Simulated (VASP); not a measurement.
Crystal: FeO.

```
Fe O
1.0
     0.00000    2.15540    2.15540
     2.15540    0.00000    2.15540
     2.15540    2.15540    0.00000
Fe O
1 1
Direct
  0.00000 0.00000 0.00000
  0.50000 0.50000 0.50000
```

Base run:

| Item | Value |
| --- | --- |
| Program | VASP 6.6.1 |
| Functional | PBE |
| Potentials or basis | VASP PAW PBE potentials, release 64 (Fe_sv, O) |
| Cutoff | 700 eV |
| k mesh | 11 × 11 × 11 |
| Occupations | gaussian, width 0.029 eV |
| Spin | collinear spin, ferromagnetic start |
| Starting moments | [3.0, 0.0] μB |

Its results: band gap on the k mesh zero (filled and empty bands overlap); pressure -1.4 GPa; net moment 4.00 μB per cell; site moments Fe +3.48; O +0.30 μB.

Question: After a change of settings the same cell gave: band gap on the k mesh zero (filled and empty bands overlap); pressure -1.0 GPa; net moment 4.00 μB per cell; site moments Fe +3.48; O +0.23 μB. Which change was it?
A. occupations from gaussian, width 0.029 eV to fermi-dirac, width 0.05 eV; dispersion from none to D4
B. functional from PBE to PBEsol; occupations from gaussian, width 0.029 eV to gaussian, width 0.05 eV
C. potentials or basis from VASP PAW PBE potentials, release 64 (Fe_sv, O) to VASP PAW PBE potentials, release 64 (Fe_sv, O_h); cutoff from 700 eV to 1340 eV; occupations from gaussian, width 0.029 eV to gaussian, width 0.019 eV
D. functional from PBE to revPBE; occupations from gaussian, width 0.029 eV to fermi-dirac, width 0.05 eV

Answer: C.

Caveats: a cell with one magnetic atom can't hold antiferromagnetic order, which such compounds often take; semilocal functionals often make such compounds metallic where correlation or magnetic order opens a gap, which also shifts bond lengths.
